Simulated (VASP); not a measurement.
Write the native input for VASP 6.6.1 that does the following.

```yaml
Task: relaxation of cell and atoms
Functional: PBEsol
Potentials_or_basis: VASP PAW PBE potentials, release 64 (Ti_sv, Se)
Cutoff: 600 eV
k_mesh: 12 × 12 × 8
Occupations: gaussian, width 0.1 eV
Spin: no spin polarisation
Target_pressure: -1 GPa
Dipole_correction: no
Further_INCAR_settings: ALGO = Normal; EDIFF = 1e-07; IBRION = 2; EDIFFG = -0.008; NSW = 70; ISIF = 3
```

The structure of TiSe lies in POSCAR:

```
TiSe
1.0
    3.3683497282      0.0000000000      0.0000000000
   -1.6841748641      2.9170764335      0.0000000000
    0.0000000000      0.0000000000      6.7764905329
Ti Se
2 2
Direct
    0.0000000000      0.0000000000      0.0000000000
    0.0000000000      0.0000000000      0.5000000000
    0.3333333333      0.6666666667      0.2500000000
    0.6666666667      0.3333333333      0.7500000000
```

The input as run:

INCAR

```
PREC = Accurate
ENCUT = 600
EDIFF = 1E-7
ISMEAR = 0
SIGMA = 0.1
LREAL = F
LASPH = T
NELM = 80
ALGO = Normal
ISIF = 3
LWAVE = F
LCHARG = F
GGA = PS
IBRION = 2
NSW = 70
EDIFFG = -0.008
PSTRESS = -10.0
```

KPOINTS

```
regular mesh
0
Gamma
  12 12 8
```

Potentials or basis: VASP PAW PBE potentials, release 64 (Ti_sv, Se).

Command:

```console
$ cat potpaw_PBE.64/Ti_sv/POTCAR potpaw_PBE.64/Se/POTCAR > POTCAR
$ mpirun -np 1 vasp_std > vasp.out
```

Results of the run:

| Quantity | Value |
| --- | --- |
| Relaxed volume | 16.66 Å³/atom |
| Relaxed cell | a = 3.372 Å, b = 3.372 Å, c = 6.771 Å, α = 90.00°, β = 90.00°, γ = 120.00° |
| Space group after relaxing (to 0.1 Å) | P6_3/mmc (No. 194) |
| Energy change on relaxing (the run minimises the enthalpy) | +0.1 meV/atom |
| Ionic steps | 3 |
| Pressure after relaxing | -1.0 GPa |
| Band gap on the k mesh | zero (bands 18 and 19 overlap by 0.46 eV) |

Caveat: the cell is relaxed towards a set pressure, so the run minimises the enthalpy, not the energy; the PAW data sets were made with another functional, which shifts forces and pressure a little.

It took 4.5 min on 1 thread of Intel(R) Xeon(R) Platinum 8488C (Sapphire Rapids), on a shared host, peak memory 0.31 GiB.
